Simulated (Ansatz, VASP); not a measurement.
## SiC in VASP and in Ansatz

```xyz
32
Lattice="3.0765 0.0000 0.0000 -1.5382 2.6643 0.0000 0.0000 0.0000 40.2677" Properties=species:S:1:pos:R:3 pbc="T T T"
Si    0.0000    1.7762   32.7180
Si    0.0000    1.7762   22.6501
Si    0.0000    0.0000   15.1015
Si    1.5382    0.8881   37.7487
Si    1.5382    0.8881    2.5162
Si    0.0000    0.0000   10.0661
Si    0.0000    0.0000   35.2354
Si    1.5382    0.8881   27.6826
Si    1.5382    0.8881   20.1328
Si    0.0000    1.7762   17.6148
Si    0.0000    1.7762   40.2666
Si    0.0000    0.0000   30.2000
Si    1.5382    0.8881   12.5841
Si    0.0000    0.0000   25.1639
Si    0.0000    1.7762    7.5488
Si    0.0000    0.0000    5.0301
C     0.0000    0.0000    6.9175
C     0.0000    1.7762   19.5019
C     1.5382    0.8881   14.4771
C     0.0000    1.7762    1.8917
C     1.5382    0.8881   22.0255
C     0.0000    0.0000   37.1226
C     0.0000    1.7762   24.5374
C     1.5382    0.8881   29.5756
C     0.0000    0.0000   16.9887
C     1.5382    0.8881   39.6358
C     0.0000    0.0000   32.0866
C     1.5382    0.8881    4.4036
C     0.0000    1.7762   34.6109
C     0.0000    0.0000   11.9528
C     0.0000    0.0000   27.0514
C     0.0000    1.7762    9.4418
```

Alike in both runs: task electric field gradients; functional r2SCAN; k mesh 10 × 10 × 1; occupations fermi-dirac, width 0.02 eV; no spin polarisation.

|  | VASP | Ansatz |
| --- | --- | --- |
| version | VASP 6.6.1 | Ansatz 0.2.0 |
| potentials or method | VASP PAW PBE potentials, release 64 (Si, C) | plane-wave PAW, scalar-relativistic |
| plane-wave cutoff (eV) | 520 | 500 |
| valence electrons in the cell | 128 | 128 |

|  | VASP | Ansatz | Ansatz less VASP |
| --- | --- | --- | --- |
| gap on the k mesh at the Fermi level (eV) | 2.35 | 2.34 | -0.011 |
| pressure (GPa) | 0.2 | 0.4 | +0.18 |
| rms of the force components (eV/Å) | 0.004 | 0.002 | -0.0025 |
| size of Vzz on the site where it differs most (V/Å²) | 0.3 | 0.4 | +0.16 |

VASP's potentials were made for PBE, not for r2SCAN. Atom by atom the forces differ by 0.003 eV/Å (rms over components).
